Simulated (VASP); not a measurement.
Ni: single point with PBE

Ni:

```
Ni
1.0
    -1.35650    1.35650    1.35650
     1.35650   -1.35650    1.35650
     1.35650    1.35650   -1.35650
Ni
1
Direct
  0.00000 0.00000 0.00000
```

| Item | Value |
| --- | --- |
| Program | VASP 6.6.1 |
| Task | single point |
| Functional | PBE |
| Potentials or basis | VASP PAW PBE potentials, release 64 (Ni) |
| Cutoff | 520 eV |
| k mesh | 20 × 20 × 20 |
| Occupations | fermi-dirac, width 0.1 eV |
| Spin | collinear spin, ferromagnetic start |
| Starting moments | [1.0] μB |
| Dipole correction | no |
| Further INCAR settings | ALGO = Normal; EDIFF = 1e-06; NBANDS = 15 |

```yaml
Pressure: 22.6 GPa
Net_moment: 0.40 μB per cell
Site_moments: Ni +0.40 μB
Valence_electrons_inside_the_program's_atomic_spheres: Ni 9.48
```

Levels at points of the mesh, in eV from the Fermi level:
Spin up:
| k point | band 1 | band 2 | band 3 | band 4 | band 5 | band 6 | band 7 | band 8 | band 9 | band 10 |
| --- | --- | --- | --- | --- | --- | --- | --- | --- | --- | --- |
| (0.00, 0.00, 0.00) | -9.48 | -2.41 | -2.41 | -2.41 | -0.86 | -0.86 | 27.36 | 27.36 | 27.36 | 32.87 |
| (0.50, 0.00, 0.00) | -5.04 | -3.47 | -0.93 | -0.68 | 0.15 | 0.17 | 7.23 | 19.90 | 21.39 | 25.14 |
| (0.50, 0.50, 0.50) | -4.65 | -4.65 | -0.11 | -0.11 | -0.11 | 10.35 | 10.35 | 10.35 | 16.57 | 16.57 |
Spin down:
```csv
k point,band 2,band 3,band 4,band 5,band 6,band 7,band 8,band 9
"(0.00, 0.00, 0.00)",-1.94,-1.94,-1.94,-0.51,-0.51,27.29,27.29,27.29
"(0.50, 0.00, 0.00)",-3.04,-0.53,-0.31,0.16,0.69,7.49,19.85,21.47
"(0.50, 0.50, 0.50)",-4.41,0.43,0.43,0.43,10.38,10.38,10.38,16.65
```

Wall time 56 s on 1 thread of Intel Xeon 6975P-C (shared host), peak memory 0.17 GiB.
